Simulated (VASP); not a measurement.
# AlNi (P4/mmm) in VASP: a series of runs, part 2 of 2

VASP 6.6.1.

## Step 5: Relaxation of shape and atoms at fixed volume, PBEsol (11.97 Å³/atom)

This run uses another cell than the first one, of 11.97 Å³/atom.

Input file INCAR:

```
SYSTEM = AlNi
PREC = Accurate
ENCUT = 600
EDIFF = 1E-6
ISMEAR = -1
SIGMA = 0.15
LREAL = .FALSE.
LASPH = .TRUE.
NELM = 100
ALGO = Fast
ISIF = 4
LWAVE = .FALSE.
LCHARG = .FALSE.
GGA = PS
IBRION = 2
NSW = 80
EDIFFG = -0.001
```

Input file KPOINTS:

```
Automatic mesh
0
G
  16 16 14
  0 0 0
```

Input file POSCAR:

```
AlNi
1.0
    2.0374894575     -2.0374883695      0.0000000000
    2.0374894575      2.0374883695      0.0000000000
    0.0000000000      0.0000000000      2.8837228780
Al Ni
1 1
Direct
    0.0000000000      0.0000000000      0.0000000000
    0.5000000000      0.5000000000      0.5000000000
```

Potentials or basis: VASP PAW PBE potentials, release 64 (Al, Ni).

Started as:

```sh
$ cat potpaw_PBE.64/Al/POTCAR potpaw_PBE.64/Ni/POTCAR > POTCAR
$ mpirun -np 1 vasp_std > vasp.out
```

OUTCAR:

```text
SYSTEM = AlNi
   PREC = Accurate
   ENCUT = 600
   EDIFF = 1E-6
   ISMEAR = -1
   LREAL = .FALSE.
   LASPH = .TRUE.
   NELM = 100
   ISIF = 4
   GGA = PS
   IBRION = 2
   NSW = 80
   EDIFFG = -0.001

 ion  position               nearest neighbor table
   1  0.000  0.000  0.000-   2 2.50   2 2.50   2 2.50   2 2.50   2 2.50   2 2.50   2 2.50   2 2.50

   2  0.500  0.500  0.500-   1 2.50   1 2.50   1 2.50   1 2.50   1 2.50   1 2.50   1 2.50   1 2.50

  LATTYP: Found a simple tetragonal cell.
 ALAT       =     2.8814444547
 C/A-ratio  =     1.0007907226

  Lattice vectors:

 A1 = (   2.0374894575,  -2.0374883695,   0.0000000000)
 A2 = (   2.0374894575,   2.0374883695,   0.0000000000)
 A3 = (   0.0000000000,   0.0000000000,   2.8837228780)

Analysis of symmetry for initial positions (statically):
=====================================================================
 Subroutine PRICEL returns:
 Original cell was already a primitive cell.

 Routine SETGRP: Setting up the symmetry group for a
 simple tetragonal supercell.

 Subroutine GETGRP returns: Found 16 space group operations
 (whereof 16 operations were pure point group operations)
 out of a pool of 16 trial point group operations.

The static configuration has the point symmetry D_4h.

Analysis of symmetry for dynamics (positions and initial velocities):
=====================================================================
 Subroutine PRICEL returns:
 Original cell was already a primitive cell.

 Routine SETGRP: Setting up the symmetry group for a
 simple tetragonal supercell.

 Subroutine GETGRP returns: Found 16 space group operations
 (whereof 16 operations were pure point group operations)
 out of a pool of 16 trial point group operations.

The dynamic configuration has the point symmetry D_4h.

 Subroutine INISYM returns: Found 16 space group operations
 (whereof 16 operations are pure point group operations),
 and found     1 'primitive' translations

----------------------------------------------------------------------------------------

[... 121 lines left out ...]
   LEPSILON=     F    determine dielectric tensor
   LRPA    =     F    only Hartree local field effects (RPA)
 conjugate gradient relaxation of ions
 non-spin polarized calculation
 RMM-DIIS sequential band-by-band and
  energy-cutoff  :      600.00
  volume of cell :       23.94
 maximum number of plane-waves:       840
 NGX is ok and might be reduce to    24
   NGX = 11   NGY = 11   NGZ = 11

 number of electron      13.0000014 magnetization

 Free energy of the ion-electron system (eV)
  ---------------------------------------------------
  ext. energy  EPLUGINS =         0.00000000
  ---------------------------------------------------
  free energy    TOTEN  =       -11.61247738 eV

  energy without entropy =      -11.54928720  energy(sigma->0) =      -11.58088229

 E-fermi :   9.9010     XC(G=0): -12.1606

 val. band max:        9.8993147032   @ k =   0.3750   0.2500   0.1429
 cond. band min:       9.9045285272   @ k =   0.3125  -0.0000   0.0000
 fundamental gap:      0.0052138240
 Fermi energy:         9.9009968944

 k-point     1 :       0.0000    0.0000    0.0000
  band No.  band energies     occupation
      1      -1.2409      2.00000
      2       6.6391      2.00000
      3       6.6391      2.00000
      4       8.3275      1.99994
      5       8.3275      1.99994
      6       8.3293      1.99994
      7      15.3534      0.00000
      8      15.3816      0.00000
      9      15.3816      0.00000
     10      18.0168      0.00000
[... 287 lines left out ...]
 k-point    24 :       0.5000    0.1250    0.0000
  band No.  band energies     occupation
      1       3.1615      2.00000
      2       3.3858      2.00000
      3       7.1708      2.00000
      4       7.5598      2.00000
      5       7.6474      2.00000
      6       8.3161      1.99995
      7       9.2166      1.97935
      8      16.8369      0.00000
      9      17.7739      0.00000
     10      20.3066      0.00000

 [... further k-points ...]

------------------------ aborting loop because EDIFF is reached ----------------------------------------

  FORCE on cell =-STRESS in cart. coord.  units (eV):
  Direction    XX          YY          ZZ          XY          YZ          ZX
  --------------------------------------------------------------------------------------
  -------------------------------------------------------------------------------------
  Total       -0.4518178     -0.4518173     -0.4534018      0.0000000      0.0000000      0.0000000
  in kB      -30.2342992    -30.2342669    -30.3402974      0.0000000      0.0000000      0.0000000
  external PRESSURE =     -30.2696211 kB  Pullay stress =       0.0000000 kB

 VOLUME and BASIS-vectors are now :
 -----------------------------------------------------------------------------
  energy-cutoff  :      600.00
  volume of cell :       23.94
      direct lattice vectors                 reciprocal lattice vectors
     2.037489457 -2.037488370  0.000000000     0.245400043 -0.245400174  0.000000000
     2.037489457  2.037488370  0.000000000     0.245400043  0.245400174  0.000000000
     0.000000000  0.000000000  2.883722878     0.000000000  0.000000000  0.346773959

 POSITION                                       TOTAL-FORCE (eV/Angst)
 -----------------------------------------------------------------------------------
      0.00000      0.00000      0.00000         0.000000     -0.000000      0.000000
      2.03749      0.00000      1.44186        -0.000000      0.000000      0.000000
 -----------------------------------------------------------------------------------
    total drift:                                0.000000     -0.000000     -0.000000

  FREE ENERGIE OF THE ION-ELECTRON SYSTEM (eV)
  ---------------------------------------------------
  free  energy   TOTEN  =       -11.6124773835 eV

  energy  without entropy=      -11.5492872019  energy(sigma->0) =      -11.58088229

 reached required accuracy - stopping structural energy minimisation
```

OSZICAR:

```text
N       E                     dE             d eps       ncg     rms          rms(c)
DAV:   1     0.414455648749E+02    0.41446E+02   -0.62570E+03  7226   0.152E+03
DAV:   2    -0.118650025848E+02   -0.53311E+02   -0.50613E+02  7230   0.216E+02
DAV:   3    -0.132406602881E+02   -0.13757E+01   -0.13583E+01  8474   0.443E+01
DAV:   4    -0.132632253377E+02   -0.22565E-01   -0.22552E-01  8478   0.516E+00
DAV:   5    -0.132638661417E+02   -0.64080E-03   -0.64078E-03  8340   0.906E-01    0.128E+01
RMM:   6    -0.153622494207E+02   -0.20984E+01   -0.29533E+01  7247   0.908E+01    0.182E+01
RMM:   7    -0.116267337015E+02    0.37355E+01   -0.92428E+00  7200   0.533E+01    0.120E+00
RMM:   8    -0.116231476490E+02    0.35861E-02   -0.22301E-01  7200   0.654E+00    0.939E-01
RMM:   9    -0.116132940279E+02    0.98536E-02   -0.53705E-02  7202   0.179E+00    0.228E-01
RMM:  10    -0.116125238478E+02    0.77018E-03   -0.14713E-03  7232   0.534E-01    0.123E-01
RMM:  11    -0.116126408156E+02   -0.11697E-03   -0.10652E-03  7214   0.369E-01    0.107E-01
RMM:  12    -0.116124732199E+02    0.16760E-03   -0.62981E-04  7200   0.443E-01    0.344E-02
RMM:  13    -0.116124860784E+02   -0.12859E-04   -0.96912E-05  7580   0.910E-02    0.488E-02
RMM:  14    -0.116124767134E+02    0.93649E-05   -0.73318E-05  7268   0.132E-01    0.480E-02
RMM:  15    -0.116124775319E+02   -0.81850E-06   -0.11815E-05  7484   0.349E-02    0.489E-02
RMM:  16    -0.116124773835E+02    0.14839E-06   -0.16127E-06  4895   0.147E-02
   1 F= -.11612477E+02 E0= -.11580882E+02  d E =-.116125E+02
```

Run time: 52 s. Hardware: 1 thread of Intel Xeon Platinum 8259CL at 2.50GHz (Skylake/Cascade Lake), shared host; peak memory 0.25 GiB.

What came out:

```yaml
Free_energy: -11.6125 eV
Pressure_after_relaxing: -3.0 GPa
Band_gap_on_the_k_mesh: zero (an odd number of electrons rules out a gap without spin polarisation)
```

Final structure:
```
Al Ni
1.0
     2.03749   -2.03749    0.00000
     2.03749    2.03749    0.00000
     0.00000    0.00000    2.88372
Al Ni
1 1
Cartesian
  0.0000 0.0000 0.0000
  2.0375 0.0000 1.4419
```

Caveat: the relaxation stopped at its first step, so nothing moved; the PAW data sets were made with another functional, which shifts forces and pressure a little. Spin polarisation is off, so any magnetic state and its effect on volume and gap are missing.

## Step 6: Summary

```tsv
task	cell	cutoff (eV)	gap on the mesh (eV)	pressure (GPa)
single point	a = 2.843, b = 2.843, c = 2.846 Å, 2 atoms	520	none	3.6
single point	a = 2.847, b = 2.847, c = 2.849 Å, 2 atoms	520	none	3.1
single point	a = 2.881, b = 2.881, c = 2.884 Å, 2 atoms	520	none	-3.1
relaxation of shape and atoms at fixed volume	relaxed from a = 2.881, b = 2.881, c = 2.884 Å, 2 atoms	600	none	-3.0
```

Alike in all rows: level PBEsol; potentials or basis VASP PAW PBE potentials, release 64 (Al, Ni); no spin polarisation; k mesh 16 × 16 × 14; smearing fermi-dirac 0.15 eV.

Caveats: the PAW data sets were made with another functional, which shifts forces and pressure a little; the cell stands under pressure (at least some runs); the cell stands under tension (at least some runs); the relaxation stopped at its first step, so nothing moved (at least some runs).

Total energies depend on the potentials used, so only differences within one code and one set of settings carry meaning.
